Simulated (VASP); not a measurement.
Wanted: the native input for a VASP 6.6.1 run.

* Task: single point
* Functional: PBE
* Potentials or basis: VASP PAW PBE potentials, release 64 (Be, N, O)
* Cutoff: 520 eV
* k mesh: 6 × 4 × 1
* Occupations: gaussian, width 0.1 eV
* Spin: collinear spin, ferromagnetic start
* Starting moments: [0.0, 0.0, 0.0, 0.0, 0.0, 0.0, 0.0, 0.0, 0.0, 0.0, 0.0, 0.0, 0.0, 0.0, 0.0, 0.0, 0.0, 0.0, 0.0, 0.0, 0.0, 0.0, 0.0, 0.0, 1.0, 0.0] μB
* Dipole correction: yes
* Further INCAR settings: ALGO = Normal; EDIFF = 1e-06; NBANDS = 52; NELMDL = -8

The structure of Be24NO lies in POSCAR:

```
Be24NO
1.0
    4.5254381411      0.0000000000      0.0000000000
    0.0000000000      7.1336190820      0.0000000000
    0.0000000000      0.0000000000     22.3685529248
Be N O
24 1 1
Direct
    0.0000000000      0.3750000000      0.1788224752
    0.0000000000      0.8750000000      0.1788224752
    0.5000000000      0.3750000000      0.1788224752
    0.5000000000      0.8750000000      0.1788224752
    0.2500000000      0.1250000000      0.2080237711
    0.2500000000      0.6250000000      0.2080237711
    0.7500000000      0.1250000000      0.2080237711
    0.7500000000      0.6250000000      0.2080237711
    0.2500000000      0.3750000000      0.2664263628
    0.2500000000      0.8750000000      0.2664263628
    0.7500000000      0.3750000000      0.2664263628
    0.7500000000      0.8750000000      0.2664263628
    0.0000000000      0.1250000000      0.2903069137
    0.0000000000      0.6250000000      0.2903069137
    0.5000000000      0.1250000000      0.2903069137
    0.5000000000      0.6250000000      0.2903069137
    0.0000000000      0.3750000000      0.3546814205
    0.0000000000      0.8750000000      0.3546814205
    0.5000000000      0.3750000000      0.3546814205
    0.5000000000      0.8750000000      0.3546814205
    0.2500000000      0.1250000000      0.3741213369
    0.2500000000      0.6250000000      0.3741213369
    0.7500000000      0.1250000000      0.3741213369
    0.7500000000      0.6250000000      0.3741213369
    0.7500000000      0.4583333333      0.4447562146
    0.8709652247      0.5792985580      0.4711325297
```

The input as run:

INCAR

```
PREC = Accurate
ENCUT = 520
EDIFF = 1E-6
ISMEAR = 0
SIGMA = 0.1
LREAL = False
LASPH = True
NELM = 200
ALGO = Normal
ISIF = 2
LWAVE = False
LCHARG = False
ISPIN = 2
MAGMOM = 0 0 0 0 0 0 0 0 0 0 0 0 0 0 0 0 0 0 0 0 0 0 0 0 1 0
LORBIT = 11
LDIPOL = True
IDIPOL = 3
DIPOL = 0.5 0.5 0.293
GGA = PE
NBANDS = 52
GGA_COMPAT = False
NELMDL = -8
KPAR = 4
```

KPOINTS

```
regular mesh
0
Gamma
  6 4 1
```

Potentials or basis: VASP PAW PBE potentials, release 64 (Be, N, O).

Command:

```sh
$ cat potpaw_PBE.64/Be/POTCAR potpaw_PBE.64/N/POTCAR potpaw_PBE.64/O/POTCAR > POTCAR
$ mpirun -np 4 vasp_std > vasp.out
```

It gave:

```
Largest force                                         : 2.986 eV/Å
Net moment                                            : 0.00 μB per cell
Valence electrons inside the program's atomic spheres : Be 1.02, 1.01, 1.16, 1.18, 1.17, 1.21, 1.22, 1.15, 1.14, 1.12, 1.08; N 3.68; O 5.08
```

Caveat: the standard files for N, O and F lose accuracy on very short bonds.

It took 19 min on 4 MPI ranks on Intel(R) Xeon(R) Platinum 8488C (Sapphire Rapids), on a shared host, peak memory 1.4 GiB a rank.
